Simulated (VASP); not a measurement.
The system is C.

```
C
1.0
     1.80119    1.80119    0.00000
    -1.80119    1.80119    0.00000
     0.00000    1.80119    1.75651
C
2
Cartesian
  0.0000 1.8012 0.0000
  0.9006 2.7018 0.8783
```

This cell differs from its parent crystal: in-plane strain +0.02, then relaxed in part.

Base run:

| Item | Value |
| --- | --- |
| Program | VASP 6.6.1 |
| Functional | LDA |
| Potentials or basis | VASP PAW LDA potentials, release 64 (C_h) |
| Cutoff | 910 eV |
| k mesh | 12 × 12 × 12 |
| Occupations | gaussian, width 0.01 eV |
| Spin | no spin polarisation |

Its results: band gap on the k mesh 3.49 eV, indirect (least direct gap 5.09 eV); pressure -14.4 GPa.

The run is repeated on the same cell with these changes: potentials or basis from VASP PAW LDA potentials, release 64 (C_h) to VASP PAW LDA potentials, release 64 (C); cutoff from 910 eV to 520 eV. What comes out?

Band gap on the k mesh 3.48 eV, indirect (least direct gap 5.09 eV); pressure -13.6 GPa.

Caveats: the cutoff is under 1.25 times the usual one of these potentials, so pressure, stress and relaxed cells hold a basis-set (Pulay) error (some runs).

A k mesh can miss the band edges.
